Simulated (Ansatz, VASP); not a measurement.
**Two plane-wave programs on CaMg**

```xyz
2
Lattice="3.8357 0.0000 0.0000 0.0000 3.8357 0.0000 0.0000 0.0000 4.1119" Properties=species:S:1:pos:R:3 pbc="T T T"
Ca    0.0000    0.0000    0.0000
Mg    1.9179    1.9179    2.0560
```

Alike in both runs: task single point; functional LDA; k mesh 14 × 14 × 14; occupations gaussian, width 0.15 eV; no spin polarisation.

```csv
,VASP,Ansatz
version,VASP 6.6.1,Ansatz 0.2.0
potentials or method,"VASP PAW LDA potentials, release 64 (Ca_sv, Mg), cutoff 520 eV","scalar-relativistic, plane waves, PAW"
valence electrons in the cell,12,20
```

Ansatz gave:

```
gap on the k mesh at the Fermi level (eV)                     : none
pressure (GPa)                                                : -1.3
traceless stress, the component that is largest in VASP (GPa) : -0.42
```

Task: Estimate VASP's values.

Result: gap on the k mesh at the Fermi level (eV): none; pressure (GPa): -1.5; traceless stress, the component that is largest in VASP (GPa): -0.43.

LDA's correlation is that of Perdew and Zunger in VASP and of Perdew and Wang (1992) in Ansatz. A gap of «none» marks a metal or a gap that the smearing closes. VASP's potentials hold 12 valence electrons a cell and Ansatz's 20, so a difference there can come from the potentials and not from the codes.
